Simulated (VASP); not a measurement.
# CdS (Pmmm) in VASP: a series of runs, part 2 of 2

VASP 6.6.1.

**4. Relaxation of cell and atoms, PBE**

This run uses another cell than the first one, of 24.78 Å³/atom.

INCAR reads:

```
SYSTEM = CdS
  ALGO = Normal
  EDIFF = 1E-6
  EDIFFG = -0.04
  ENCUT = 600
  GGA = PE
  IBRION = 2
  ISIF = 3
  ISMEAR = 0
  LASPH = .True.
  LCHARG = .False.
  LREAL = .False.
  LWAVE = .False.
  NELM = 60
  NSW = 90
  PREC = Accurate
  SIGMA = 0.1
```

KPOINTS reads:

```
k-points
0
Gamma
  6 4 4
  0 0 0
```

POSCAR reads:

```
CdS
1.0
    3.6053027100      0.0000000000      0.0000000000
    0.0000000000      3.9801880600      0.0000000000
    0.0000000000      0.0000000000      6.9085855900
Cd S
2 2
Direct
    0.5000000000      0.0000000000      0.1788195300
    0.5000000000      0.0000000000      0.8211804700
    0.5000000000      0.7597398800      0.5000000000
    0.5000000000      0.2402601200      0.5000000000
```

Run with:

```bash
cat potpaw_PBE.64/Cd/POTCAR potpaw_PBE.64/S/POTCAR > POTCAR
mpirun -np 1 vasp_std > vasp.out
```

Run time: 9.4 min. Hardware: 1 thread of AMD EPYC 9R45 (Zen 5), shared host; peak memory 0.24 GiB.

It converged, with:

| Item | Value |
| --- | --- |
| Free energy | -9.5079 eV |
| Relaxed volume | 37.29 Å³/atom |
| Relaxed cell | a = 4.214 Å, b = 5.205 Å, c = 6.802 Å, α = 90.00°, β = 90.00°, γ = 90.00° |
| Space group after relaxing (to 0.1 Å) | Pmmm (No. 47) |
| Energy gained by relaxing | 878.8 meV/atom |
| Ionic steps | 27 |
| Pressure after relaxing | 0.1 GPa |
| Largest force after relaxing | 0.008 eV/Å |
| Band gap on the k mesh | zero (bands 18 and 19 overlap by 0.68 eV) |

Forces in eV/Å, atoms in the order of the input:
```
Cd   0.000  0.000  0.008
Cd   0.000  0.000 -0.008
S    0.000  0.008  0.000
S    0.000 -0.008  0.000
```

Stress tensor (GPa, compression positive):
```
 0.16  0.00  0.00
 0.00  0.10  0.00
 0.00  0.00 -0.08
```

Step by step:
```
step  energy change (eV)  largest force (eV/Å)  pressure (GPa)  volume (Å³)
   1              0.0000                2.0176           20.49        99.14
   2             -2.0707                1.5957           -4.29       149.72
   3             -2.3799                2.1987           -0.85       129.46
   4             -2.3854                2.0059           -1.53       132.15
   5             -3.0521                1.3149           -2.03       132.19
   6             -3.2447                0.8091           -1.59       131.94
   7             -3.2702                1.4671            0.06       130.86
   8             -3.3152                0.7646           -0.89       131.48
   9             -3.4022                0.2541            0.21       127.48
  10             -3.4089                0.1654            0.80       126.03
  11             -3.4090                0.1816            0.71       126.23
  12             -3.4273                0.1340            0.53       128.54
  13             -3.4289                0.2636            0.44       129.65
  14             -3.4446                0.2343           -0.02       133.45
  15             -3.4527                0.1973           -1.02       143.64
  16             -3.4587                0.1615           -0.97       144.52
  17             -3.4744                0.0085           -0.82       147.14
  18             -3.4825                0.5521           -0.37       152.30
  19             -3.4845                0.3301           -0.54       150.56
  20             -3.4919                0.2792           -0.35       149.87
  21             -3.5021                0.1404            0.15       148.12
  22             -3.5026                0.1610            0.31       147.63
  23             -3.5069                0.1328            0.25       147.90
  24             -3.5140                0.0891            0.08       148.69
  25             -3.5144                0.1335            0.04       148.94
  26             -3.5154                0.0107            0.07       149.18
  27             -3.5154                0.0084            0.06       149.17
```

Final structure:
```
CELL_PARAMETERS angstrom
4.21373 0.00000 0.00000
0.00000 5.20456 0.00000
0.00000 0.00000 6.80199
ATOMIC_POSITIONS crystal
Cd 0.50000 0.00000 0.19667
Cd 0.50000 0.00000 0.80333
S 0.50000 0.70041 0.50000
S 0.50000 0.29959 0.50000
```

Levels at points of the mesh, in eV from the Fermi level:
```
           k point  band 16  band 17  band 18  band 19  band 20  band 21
(0.00, 0.00, 0.00)    -2.87    -1.14     0.13     1.48     3.30     4.40
(0.50, 0.00, 0.00)    -2.32    -1.01    -0.55     1.00     2.30     2.63
(0.00, 0.50, 0.00)    -3.23    -2.52    -0.71     0.40     1.33     3.50
(0.50, 0.50, 0.00)    -3.34    -2.28    -1.95     0.60     1.84     2.42
(0.00, 0.00, 0.50)    -2.08    -1.48     0.13     1.06     3.66     4.57
(0.50, 0.00, 0.50)    -1.40    -1.31    -0.55     0.50     2.21     3.14
(0.00, 0.50, 0.50)    -2.52    -0.93    -0.63    -0.55     2.46     2.54
(0.50, 0.50, 0.50)    -3.34    -1.74    -0.41    -0.04     0.90     3.29
```

Caveat: the k points lie up to 0.30 Å⁻¹ apart in the final cell, too coarse for converged energies and pressures of a metal; the volume moved by over 15 % at a fixed basis, so the end points are rough; semilocal functionals underestimate gaps, and a narrow one can read as zero.

**5. Single point, PBE**

This run uses another cell than the first one, of 36.75 Å³/atom.

INCAR reads:

```
SYSTEM = CdS
PREC = Accurate
ENCUT = 520
EDIFF = 1E-7
ISMEAR = 0
SIGMA = 0.1
LREAL = .False.
LASPH = .True.
NELM = 60
ALGO = Normal
ISIF = 2
LWAVE = .False.
LCHARG = .False.
GGA = PE
NBANDS = 26
```

KPOINTS reads:

```
regular mesh
0
Gamma
  14 8 6
  0 0 0
```

POSCAR reads:

```
CdS
1.0
    3.1978525178      0.0000000000      0.0000000000
    0.0000000000      5.9451004655      0.0000000000
    0.0000000000      0.0000000000      7.7331579384
Cd S
2 2
Direct
    0.5000000000      0.0000000000      0.1779147724
    0.5000000000      0.0000000000      0.8220852276
    0.5000000000      0.8259112796      0.5000000000
    0.5000000000      0.1740887204      0.5000000000
```

Run with:

```bash
cat potpaw_PBE.64/Cd/POTCAR potpaw_PBE.64/S/POTCAR > POTCAR
mpirun -np 1 vasp_std > vasp.out
```

It took 3.6 min on 1 thread of AMD EPYC 9R45 (Zen 5), shared host; peak memory 0.57 GiB.

The run converged. Its results:

| Property | Result |
| --- | --- |
| Free energy | -8.9305 eV |
| Pressure | 0.0 GPa |
| Largest force | 0.101 eV/Å |
| Band gap on the k mesh | zero (bands 18 and 19 overlap by 1.70 eV) |

Forces in eV/Å, atoms in the order of the input:
```
Cd   0.000  0.000 -0.004
Cd   0.000  0.000  0.004
S    0.000  0.101  0.000
S    0.000 -0.101  0.000
```

Stress tensor (GPa, compression positive):
```
 0.01  0.00  0.00
 0.00 -0.23  0.00
 0.00  0.00  0.26
```

Levels at points of the mesh, in eV from the Fermi level:
| k point | band 16 | band 17 | band 18 | band 19 | band 20 | band 21 |
| --- | --- | --- | --- | --- | --- | --- |
| (0.00, 0.00, 0.00) | -1.71 | -1.52 | 1.09 | 1.21 | 1.50 | 2.44 |
| (0.50, 0.00, 0.00) | -2.17 | -1.34 | -0.91 | 0.23 | 1.32 | 3.66 |
| (0.00, 0.50, 0.00) | -1.98 | -1.49 | 0.52 | 1.14 | 1.17 | 1.31 |
| (0.50, 0.50, 0.00) | -2.40 | -1.26 | -1.07 | 0.31 | 1.41 | 2.35 |
| (0.00, 0.00, 0.50) | -1.96 | -1.79 | -1.51 | 1.21 | 2.62 | 3.18 |
| (0.50, 0.00, 0.50) | -2.17 | -1.04 | -0.73 | -0.42 | 1.54 | 2.48 |
| (0.00, 0.50, 0.50) | -2.28 | -1.70 | -1.48 | 1.14 | 1.26 | 1.67 |
| (0.50, 0.50, 0.50) | -2.40 | -1.22 | -0.65 | -0.33 | 1.63 | 2.36 |

**6. Overview**

```csv
task,cell,k mesh,cutoff (eV),gap on the mesh (eV),pressure (GPa),largest force (eV/Å)
single point,"a = 3.529, b = 5.544, c = 7.389 Å, 4 atoms, atomic positions A",6 × 4 × 4,520,none,0.2,0.04
single point,"a = 3.605, b = 3.980, c = 6.909 Å, 4 atoms, atomic positions B",6 × 4 × 4,520,none,20.5,2.02
relaxation of cell and atoms,"relaxed from a = 3.605, b = 3.980, c = 6.909 Å, 4 atoms, atomic positions B",6 × 4 × 4,600,none,0.1,0.01
single point,"a = 3.198, b = 5.945, c = 7.733 Å, 4 atoms, atomic positions C",14 × 8 × 6,520,none,0.0,0.10
```

Alike in all rows: level PBE; potentials or basis VASP PAW PBE potentials, release 64 (Cd, S); no spin polarisation; smearing gaussian 0.1 eV.

Caveats: some runs use coarse meshes; forces of over 1 eV/Å act on the atoms, so gaps and moduli don't describe the material at rest (at least some runs); the volume moved by over 15 % at a fixed basis, so the end points are rough (at least some runs); semilocal functionals underestimate gaps, and a narrow one can read as zero (at least some runs).

Total energies depend on the potentials used, so only differences within one code and one set of settings carry meaning.
